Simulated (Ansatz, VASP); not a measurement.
**Te2Mo: VASP beside Ansatz**

INCAR

```
SYSTEM = Te2Mo
PREC = Accurate ; ENCUT = 520
EDIFF = 1E-7 ; ISMEAR = 0
SIGMA = 0.05 ; LREAL = .False.
LASPH = .True. ; NELM = 60
ALGO = Normal ; ISIF = 2
LWAVE = .False. ; LCHARG = .False.
GGA = PE ; IVDW = 12
NBANDS = 35
```

File KPOINTS:

```
regular mesh
0
Gamma
  9 9 2
  0 0 0
```

POSCAR

```
Te2Mo
1.0
    3.4964857439      0.0000000000      0.0000000000
   -1.7482428719      3.0280454782      0.0000000000
    0.0000000000      0.0000000000     13.7031983276
Te Mo
4 2
Direct
    0.3333333333      0.6666666667      0.6173688251
    0.6666666667      0.3333333333      0.1173688251
    0.3333333333      0.6666666667      0.8826311749
    0.6666666667      0.3333333333      0.3826311749
    0.3333333333      0.6666666667      0.2500000000
    0.6666666667      0.3333333333      0.7500000000
```

Input for Ansatz:

```yaml
crystal:
  lattice:
    - [3.4964857439, 0.0, 0.0]
    - [-1.7482428719, 3.0280454782, 0.0]
    - [0.0, 0.0, 13.7031983276]
  atoms:
    - { symbol: Te, position: [0.3333333333, 0.6666666667, 0.6173688251] }
    - { symbol: Te, position: [0.6666666667, 0.3333333333, 0.1173688251] }
    - { symbol: Te, position: [0.3333333333, 0.6666666667, 0.8826311749] }
    - { symbol: Te, position: [0.6666666667, 0.3333333333, 0.3826311749] }
    - { symbol: Mo, position: [0.3333333333, 0.6666666667, 0.25] }
    - { symbol: Mo, position: [0.6666666667, 0.3333333333, 0.75] }
basis:
  ecutwfc: 420
kpoints:
  mp_grid: { grid: [9, 9, 2] }
hamiltonian:
  xc: pbe
  pseudopotentials: { kind: paw, azcp: { folder: soft_1 } }
  dispersion: d3bj
scf:
  occupations: { method: gaussian, width: 0.05 }
output:
  forces: true
  stress: true
  eigenvalues: true
  write_density: true
  write_potential: true
  elf: true
  volumetric_format: npy
```

Alike in both runs: task single point; functional PBE; dispersion D3(BJ); k mesh 9 × 9 × 2; occupations gaussian, width 0.05 eV; no spin polarisation.

|  | VASP | Ansatz |
| --- | --- | --- |
| version | VASP 6.6.1 | Ansatz 0.2.0 |
| potentials or method | VASP PAW PBE potentials, release 64 (Te, Mo_sv), cutoff 520 eV | scalar-relativistic, plane waves, PAW |
| valence electrons in the cell | 52 | 92 |

```tsv
	VASP	Ansatz	Ansatz less VASP
gap on the k mesh at the Fermi level (eV)	0.67	0.68	+0.007
least direct gap on the mesh (eV)	1.04	1.03	-0.007
pressure (GPa)	0.0	0.0	-0.01
rms of the force components (eV/Å)	0.005	0.002	-0.0032
```

Atom by atom the forces differ by 0.007 eV/Å (rms over components). VASP's potentials hold 52 valence electrons a cell and Ansatz's 92, so a difference there can come from the potentials and not from the codes.

Neither program's run includes spin-orbit coupling.
